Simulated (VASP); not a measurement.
# CuO (C2/c) in VASP: electric field gradients with LDA

Aim: the electric field gradients of CuO with LDA.

Everything below comes from runs of VASP 6.6.1. Logs are shortened: lines on timing, memory, paths and dates and some standing lists are left out, and cuts for length are marked.

## 1. The cell of the first run

The structure is monoclinic, space group C2/c (No. 15). Conventional cell: a = 4.100 Å, b = 4.045 Å, c = 5.176 Å, α = 90.00°, β = 90.27°, γ = 90.00°. Within 2.6 Å of Cu (site symmetry -1) lie 4 O at 1.94 Å. O (site symmetry 2) has 4 Cu at 1.94 Å and 2 O at 2.59 Å within 2.6 Å.

## 2. Electric field gradients, LDA, collinear spin

Input file INCAR:

```
ALGO = Normal ; EDIFF = 1E-8
ENCUT = 520 ; ISIF = 2
ISMEAR = -1 ; ISPIN = 2
KPAR = 8 ; LASPH = True
LCHARG = False ; LEFG = True
LMAXMIX = 4 ; LORBIT = 11
LREAL = False ; LWAVE = False
MAGMOM = 1 1 0 0 ; NBANDS = 29
NELM = 150 ; PREC = Accurate
SIGMA = 0.05
```

Input file KPOINTS:

```
k-points
0
Gamma
  16 16 9
```

Input file POSCAR:

```
CuO
1.0
    2.0498977348     -2.0222686959      0.0000000000
    2.0498977348      2.0222686959      0.0000000000
   -0.0245657288      0.0000000000      5.1763391994
Cu O
2 2
Direct
    0.5000000000      0.0000000000      0.5000000000
    0.0000000000      0.5000000000      0.0000000000
    0.9983760950      0.0016239050      0.2500000000
    0.0016239050      0.9983760950      0.7500000000
```

Potentials or basis: VASP PAW LDA potentials, release 64 (Cu, O).

Started as:

```sh
$ cat potpaw_LDA.64/Cu/POTCAR potpaw_LDA.64/O/POTCAR > POTCAR
$ mpirun -np 8 vasp_std > vasp.out
```

OUTCAR:

```text
EDIFF = 1E-8
   ENCUT = 520
   ISIF = 2
   ISMEAR = -1
   ISPIN = 2
   LASPH = True
   LORBIT = 11
   LREAL = False
   NELM = 150
   PREC = Accurate

 ion  position               nearest neighbor table
   1  0.500  0.000  0.500-   3 1.94   4 1.94   4 1.94   3 1.94
   2  0.000  0.500  0.000-   3 1.94   4 1.94   3 1.94   4 1.94
   3  0.998  0.002  0.250-   1 1.94   2 1.94   1 1.94   2 1.94
   4  0.002  0.998  0.750-   1 1.94   2 1.94   2 1.94   1 1.94

  LATTYP: Found a base centered monoclinic cell.
 ALAT       =     4.0997954696
 B/A-ratio  =     0.9865217477
 C/A-ratio  =     1.2625989587
 COS(beta)  =    -0.0047457192

  Lattice vectors:

 A1 = (   2.0498977348,  -2.0222686959,   0.0000000000)
 A2 = (   2.0498977348,   2.0222686959,   0.0000000000)
 A3 = (  -0.0245657288,   0.0000000000,   5.1763391994)

Analysis of symmetry for initial positions (statically):
=====================================================================
 Subroutine PRICEL returns:
 Original cell was already a primitive cell.

 Routine SETGRP: Setting up the symmetry group for a
 base centered monoclinic supercell.

 Subroutine GETGRP returns: Found  4 space group operations
 (whereof  2 operations were pure point group operations)
 out of a pool of  4 trial point group operations.

The static configuration has the point symmetry S_2 .
 The point group associated with its full space group is C_2h.

Analysis of symmetry for dynamics (positions and initial velocities):
=====================================================================
 Subroutine PRICEL returns:
 Original cell was already a primitive cell.

 Routine SETGRP: Setting up the symmetry group for a
 base centered monoclinic supercell.

 Subroutine GETGRP returns: Found  4 space group operations
 (whereof  2 operations were pure point group operations)
 out of a pool of  4 trial point group operations.

The dynamic configuration has the point symmetry S_2 .
 The point group associated with its full space group is C_2h.

Analysis of structural, dynamic, and magnetic symmetry:
=====================================================================
 Subroutine PRICEL returns:
 Original cell was already a primitive cell.

 Routine SETGRP: Setting up the symmetry group for a
 base centered monoclinic supercell.

 Subroutine GETGRP returns: Found  4 space group operations
 (whereof  2 operations were pure point group operations)
 out of a pool of  4 trial point group operations.

The overall configuration has the point symmetry S_2 .
 The point group associated with its full space group is C_2h.

 Subroutine INISYM returns: Found  4 space group operations
 (whereof  2 operations are pure point group operations),
 and found     1 'primitive' translations

----------------------------------------------------------------------------------------

                                     Primitive cell

  volume of cell :      42.9164

  direct lattice vectors                    reciprocal lattice vectors
     2.049897735 -2.022268696  0.000000000     0.243914607 -0.247247065  0.001157563
     2.049897735  2.022268696  0.000000000     0.243914607  0.247247065  0.001157563
    -0.024565729  0.000000000  5.176339199     0.000000000  0.000000000  0.193186722

  length of vectors
     2.879522773  2.879522773  5.176397491     0.347313672  0.347313672  0.193186722

  position of ions in fractional coordinates (direct lattice)
     0.500000000  0.000000000  0.500000000
     0.000000000  0.500000000  0.000000000
     0.998376095  0.001623905  0.250000000
     0.001623905  0.998376095  0.750000000

  ion indices of the primitive-cell ions
   primitive index   ion index
                 1           1
                 2           2
                 3           3
                 4           4

[... 86 lines left out ...]
   ISMEAR =    -1;   SIGMA  =   0.05  broadening in eV -4-tet -1-fermi 0-gaus
   EFERMI_NEDOS =   21; number of points for ismear=-14 and -15
   IALGO  =     38    algorithm
   IMIX   =      4    mixing-type and parameters
     AMIX     =   0.40;   BMIX     =  1.00
     AMIX_MAG =   1.60;   BMIX_MAG =  1.00
  volume/ion in A,a.u.               =      10.73        72.40
  Fermi-wavevector in a.u.,A,eV,Ry     =   1.514816  2.862587 31.220846  2.294667
  Thomas-Fermi vector in A             =   2.624423
   LORBIT       =     11    0 simple, 1 ext, 2 COOP (PROOUT), +10 PAW based schemes
   GGA     = CA    functional components
   LHFCALC =     F    Hartree Fock is set to
   AEXX    =    0.0000 exact exchange contribution
   IVDW    =     0    specifies the selected vdW correction
   LEPSILON=     F    determine dielectric tensor
   LRPA    =     F    only Hartree local field effects (RPA)
 spin polarized calculation
  energy-cutoff  :      520.00
  volume of cell :       42.92
 maximum number of plane-waves:      1173
 NGX is ok and might be reduce to    24
   NGX = 11   NGY = 11   NGZ = 19

 number of electron      33.9999982 magnetization      -0.0009730

 number of electron      33.9999982 magnetization       0.0000358

 Free energy of the ion-electron system (eV)
  ---------------------------------------------------
  ext. energy  EPLUGINS =         0.00000000
  ---------------------------------------------------
  free energy    TOTEN  =       -23.28963378 eV

  energy without entropy =      -23.27182672  energy(sigma->0) =      -23.28073025

 E-fermi :   4.9354     XC(G=0): -12.0334

 val. band max:        4.9331136788   @ k =  -0.1875   0.3750   0.4444
 cond. band min:       4.9357170007   @ k =   0.3750   0.1875   0.4444
 fundamental gap:      0.0026033220
 Fermi energy:         4.9354053317

 spin component 1

 k-point     1 :       0.0000    0.0000    0.0000
  band No.  band energies     occupation
      1     -14.7731      1.00000
      2     -13.4036      1.00000
      3      -3.4979      1.00000
      4      -0.6581      1.00000
      5      -0.6304      1.00000
      6       1.0297      1.00000
[... 757 lines left out ...]
     28      21.8580      0.00000
     29      25.1859      0.00000

 [... further k-points ...]

 spin component 2

 k-point     1 :       0.0000    0.0000    0.0000
  band No.  band energies     occupation
      1     -14.7731      1.00000
      2     -13.4036      1.00000
      3      -3.4979      1.00000
      4      -0.6581      1.00000
      5      -0.6304      1.00000
      6       1.0296      1.00000
[... 757 lines left out ...]
     28      21.8580      0.00000
     29      25.1860      0.00000

 [... further k-points ...]

------------------------ aborting loop because EDIFF is reached ----------------------------------------

  FORCE on cell =-STRESS in cart. coord.  units (eV):
  Direction    XX          YY          ZZ          XY          YZ          ZX
  --------------------------------------------------------------------------------------
  -------------------------------------------------------------------------------------
  Total       -1.6106357     -1.5386454     -3.0019219      0.0000000      0.0000000      0.0104250
  in kB      -60.1290207    -57.4414420   -112.0691809      0.0000000      0.0000000      0.3891923
  external PRESSURE =     -76.5465479 kB  Pullay stress =       0.0000000 kB

 VOLUME and BASIS-vectors are now :
 -----------------------------------------------------------------------------
  energy-cutoff  :      520.00
  volume of cell :       42.92
      direct lattice vectors                 reciprocal lattice vectors
     2.049897735 -2.022268696  0.000000000     0.243914607 -0.247247065  0.001157563
     2.049897735  2.022268696  0.000000000     0.243914607  0.247247065  0.001157563
    -0.024565729  0.000000000  5.176339199     0.000000000  0.000000000  0.193186722

 POSITION                                       TOTAL-FORCE (eV/Angst)
 -----------------------------------------------------------------------------------
      1.01267     -1.01113      2.58817         0.000000     -0.000000      0.000000
      1.02495      1.01113      0.00000         0.000000     -0.000000      0.000000
      2.04376     -2.01570      1.29408        -0.000000     -0.011697      0.000000
      2.03147      2.01570      3.88225         0.000000      0.011697      0.000000
 -----------------------------------------------------------------------------------
    total drift:                               -0.000000     -0.000000     -0.000000

  FREE ENERGIE OF THE ION-ELECTRON SYSTEM (eV)
  ---------------------------------------------------
  free  energy   TOTEN  =       -23.2896337787 eV

  energy  without entropy=      -23.2718267217  energy(sigma->0) =      -23.28073025

 Electric field gradients (V/A^2)
---------------------------------------------------------------------
 ion       V_xx      V_yy      V_zz      V_xy      V_xz      V_yz
---------------------------------------------------------------------
   1       2.061     2.838    -4.898    16.017     0.215     0.121
   2       2.061     2.838    -4.898   -16.017     0.215    -0.121
   3      -5.299    -7.097    12.396     0.000    -0.469     0.000
   4      -5.299    -7.097    12.396    -0.000    -0.469     0.000
---------------------------------------------------------------------

 Electric field gradients after diagonalization (V/A^2)
 (convention: |V_zz| > |V_xx| > |V_yy|)
----------------------------------------------------------------------
 ion       V_xx      V_yy      V_zz     asymmetry (V_yy - V_xx)/ V_zz
----------------------------------------------------------------------
   1     -13.573    -4.900    18.474       0.469
   2     -13.573    -4.900    18.474       0.469
   3      -7.097    -5.312    12.408       0.144
   4      -7.097    -5.312    12.408       0.144
----------------------------------------------------------------------

           NMR quadrupolar parameters

 Cq : quadrupolar parameter    Cq=e*Q*V_zz/h
 eta: asymmetry parameters     (V_yy - V_xx)/ V_zz
 Q  : nuclear electric quadrupole moment in mb (millibarn)
----------------------------------------------------------------------
 ion       Cq(MHz)       eta       Q (mb)
----------------------------------------------------------------------
   1       0.045       0.469       1.000
   2       0.045       0.469       1.000
   3       0.030       0.144       1.000
   4       0.030       0.144       1.000
----------------------------------------------------------------------

 total charge

# of ion       s       p       d       tot
------------------------------------------
    1        0.406   0.416   9.132   9.954
    2        0.406   0.416   9.132   9.954
    3        1.565   3.366   0.000   4.931
    4        1.565   3.366   0.000   4.931
--------------------------------------------------
tot          3.941   7.564  18.264  29.769

 magnetization (x)

# of ion       s       p       d       tot
------------------------------------------
    1        0.000   0.000  -0.000  -0.000
    2        0.000   0.000  -0.000  -0.000
    3       -0.000  -0.000   0.000  -0.000
    4       -0.000  -0.000   0.000  -0.000
--------------------------------------------------
tot          0.000  -0.000  -0.000  -0.000
```

It took 2.7 min on 8 MPI ranks of Intel Xeon Platinum 8488C (Sapphire Rapids), shared host; peak memory 0.98 GiB.

Results:

```yaml
Free_energy: -23.2896 eV
Pressure: -7.7 GPa
Largest_force: 0.012 eV/Å
Band_gap_on_the_k_mesh: zero (filled and empty bands overlap)
Net_moment: 0.00 μB per cell
Largest_electric_field_gradient_by_atom: Cu +18.5; O +12.4 V/Å²
Valence_electrons_inside_the_program's_atomic_spheres: Cu 9.95; O 4.93
```

Forces on the atoms (eV/Å):
```
Cu   0.000  0.000  0.000
Cu   0.000  0.000  0.000
O    0.000 -0.012  0.000
O    0.000  0.012  0.000
```

Electric field gradients, principal values (V/Å²):
```tsv
atom	least	middle	greatest (by size)
1 Cu	-4.900	-13.573	18.474
2 Cu	-4.900	-13.573	18.474
3 O	-5.312	-7.097	12.408
4 O	-5.312	-7.097	12.408
```

Caveat: the stress differs along the axes, from -11 to -6 GPa; without QUAD_EFG the Cq values of the log hold for a quadrupole moment of 1 mb, not for the nuclei; semilocal functionals often make such compounds metallic where correlation or magnetic order opens a gap, which also shifts bond lengths.
